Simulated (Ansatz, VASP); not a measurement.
## Ni: VASP beside Ansatz

File INCAR:

```
PREC = Accurate
ENCUT = 520
EDIFF = 1E-6
ISMEAR = -1
SIGMA = 0.05
LREAL = False
LASPH = True
NELM = 150
ALGO = Normal
ISIF = 2
LWAVE = False
LCHARG = False
ISPIN = 2
MAGMOM = 0.634
LORBIT = 11
LMAXMIX = 4
GGA = RE
NBANDS = 15
```

The input KPOINTS:

```
Automatic mesh
0
Gamma
  15 15 15
```

The input POSCAR:

```
Ni
1.0
    2.2491473213      0.0000000000      0.0000000000
    0.0000000000      2.2491473213      0.0000000000
    0.0000000000      0.0000000000      2.2491473213
Ni
1
Direct
    0.0000000000      0.0000000000      0.0000000000
```

Input for Ansatz:

```yaml
crystal:
  lattice:
    - [2.2491473213, 0.0, 0.0]
    - [0.0, 2.2491473213, 0.0]
    - [0.0, 0.0, 2.2491473213]
  atoms:
    - { symbol: Ni, position: [0.0, 0.0, 0.0], spin: 0.634 }
hamiltonian:
  xc: revpbe
  pseudopotentials:
    kind: paw
    azcp:
      Ni: "pseudopotentials/Ni.paw.azcp"
basis:
  ecutwfc: 420
  fft_grid_basis: typed
kpoints:
  mp_grid: { grid: [15, 15, 15], shift: [0, 0, 0] }
magnetization:
  spin_polarized: true
scf:
  occupations: { method: fermi_dirac, width: 0.05 }
  lower_state_search: "off"
output:
  stress: true
```

Alike in both runs: task single point; functional revPBE; k mesh 15 × 15 × 15; occupations fermi-dirac, width 0.05 eV; collinear spin.

|  | VASP | Ansatz |
| --- | --- | --- |
| version | VASP 6.6.1 | Ansatz 0.2.0 |
| potentials or method | VASP PAW PBE potentials, release 64 (Ni), cutoff 520 eV | plane waves (420 eV) with PAW, scalar-relativistic |
| valence electrons in the cell | 10 | 18 |

Ansatz gave:

```
pressure (GPa)                                                : 22.7
net moment per atom (μB)                                      : 0.41
size of the moment on the site where the two differ most (μB) : 0.42
```

Problem. Which values does VASP return?

Solution. Pressure (GPa): 22.4; net moment per atom (μB): 0.40; size of the moment on the site where the two differ most (μB): 0.40.

VASP's potentials were made for PBE, not for revPBE. Site moments also hang on the region over which each program counts them. The functional is the same, so the differences come from potentials, cutoffs and numerics. VASP's potentials hold 10 valence electrons a cell and Ansatz's 18, so a difference there can come from the potentials and not from the codes.
